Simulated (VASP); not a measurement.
A run of VASP 6.6.1 is set up as follows.

Contents of INCAR:

```
SYSTEM = TiC
PREC = Accurate ; ENCUT = 520
EDIFF = 1E-6 ; ISMEAR = -1
SIGMA = 0.08 ; LREAL = .False.
LASPH = .True. ; NELM = 80
ALGO = Normal ; ISIF = 2
LWAVE = .False. ; LCHARG = .True.
LDIPOL = .True. ; IDIPOL = 3
DIPOL = 0.5 0.5 0.500 ; GGA = CA
LELF = .True. ; LVHAR = .True.
LVACPOTAV = .True. ; NBANDS = 33
```

Contents of KPOINTS:

```
regular mesh
0
Gamma
  11 11 1
  0 0 0
```

The input POSCAR:

```
TiC
1.0
    3.0129104802      0.0000000000      0.0000000000
    0.0000000000      3.0129104802      0.0000000000
    0.0000000000      0.0000000000     20.2609000000
Ti C
3 3
Direct
    0.2500000000      0.2500000000      0.3984135269
    0.7500000000      0.7500000000      0.5000000019
    0.2500000000      0.2500000000      0.6015864721
    0.7500000000      0.7500000000      0.3939089911
    0.2500000000      0.2500000000      0.4999999982
    0.7500000000      0.7500000000      0.6060910097
```

Potentials or basis: VASP PAW LDA potentials, release 64 (Ti_sv, C).

Launch:

```bash
$ cat potpaw_LDA.64/Ti_sv/POTCAR potpaw_LDA.64/C/POTCAR > POTCAR
$ mpirun -np 1 vasp_std > vasp.out
```

Question: Estimate the band gap on the k mesh.

Answer: Zero (bands 24 and 25 overlap by 0.83 eV).

Question: Predict the largest force.

Answer: 0.028 eV/Å.

Forces on the atoms (eV/Å):
```
Ti   0.000  0.000 -0.028
Ti   0.000  0.000  0.000
Ti   0.000  0.000  0.028
C    0.000  0.000 -0.019
C    0.000  0.000  0.000
C    0.000  0.000  0.019
```
